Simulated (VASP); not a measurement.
Input of a VASP 6.6.1 run:

The input POSCAR:

```
SnGe7
1.0
   -0.0055255554      5.7897848215      5.8004018839
    5.7897848215     -0.0055255554      5.8004018839
    5.7842592662      5.7842592662      0.0000000000
Ge Sn
14 2
Direct
    0.0006947852      0.0006947852     -0.0006947852
    0.0006947852      0.0006947852      0.4993052148
    0.0131079946      0.4953380355     -0.0042230150
    0.0131079946      0.4953380355      0.4957769850
    0.4953380355      0.0131079946     -0.0042230150
    0.4953380355      0.0131079946      0.4957769850
    0.4901197723      0.4901197723      0.0098802277
    0.4901197723      0.4901197723      0.5098802277
    0.1257798533      0.1257798533      0.1242201467
    0.1257798533      0.1257798533      0.6242201467
    0.1249887366      0.6248972432      0.1250570101
    0.1249887366      0.6248972432      0.6250570101
    0.6248972432      0.1249887366      0.1250570101
    0.6248972432      0.1249887366      0.6250570101
    0.6250735793      0.6250735793      0.1249264207
    0.6250735793      0.6250735793      0.6249264207
```

INCAR.step1

```
SYSTEM = SnGe7
PREC = Accurate ; ENCUT = 520
ISMEAR = 0 ; SIGMA = 0.1
LREAL = Auto ; LASPH = .TRUE.
NELM = 100 ; NBANDS = 126
GGA = PE ; ALGO = Normal
EDIFF = 1E-4 ; LWAVE = .TRUE.
LCHARG = .FALSE. ; LUSENCCL = .FALSE.
```

File INCAR.step2:

```
SYSTEM = SnGe7
PREC = Accurate ; ENCUT = 520
EDIFF = 1E-7 ; ISMEAR = 0
SIGMA = 0.1 ; LREAL = Auto
LASPH = .TRUE. ; NELM = 100
ALGO = Normal ; ISIF = 2
LWAVE = .FALSE. ; LCHARG = .TRUE.
METAGGA = R2SCAN ; LMIXTAU = .TRUE.
LELF = .TRUE. ; LVHAR = .TRUE.
NBANDS = 126 ; ISTART = 1
LUSENCCL = .FALSE.
```

The input KPOINTS:

```
Automatic mesh
0
G
  6 6 6
  0 0 0
```

Potentials or basis: VASP PAW PBE potentials, release 64 (Ge_d, Sn_d).

The run is started by

```sh
$ cat potpaw_PBE.64/Ge_d/POTCAR potpaw_PBE.64/Sn_d/POTCAR > POTCAR
$ cp INCAR.step1 INCAR
$ mpirun -np 1 vasp_std > vasp.out
$ cp INCAR.step2 INCAR
$ mpirun -np 1 vasp_std > vasp.out
```

(1) What does it give for the largest force?

(2) Estimate the pressure.

Answers

(1) 0.046 eV/Å.

(2) 0.1 GPa.

Caveat: the PAW data sets were made with another functional, which shifts forces and pressure a little.
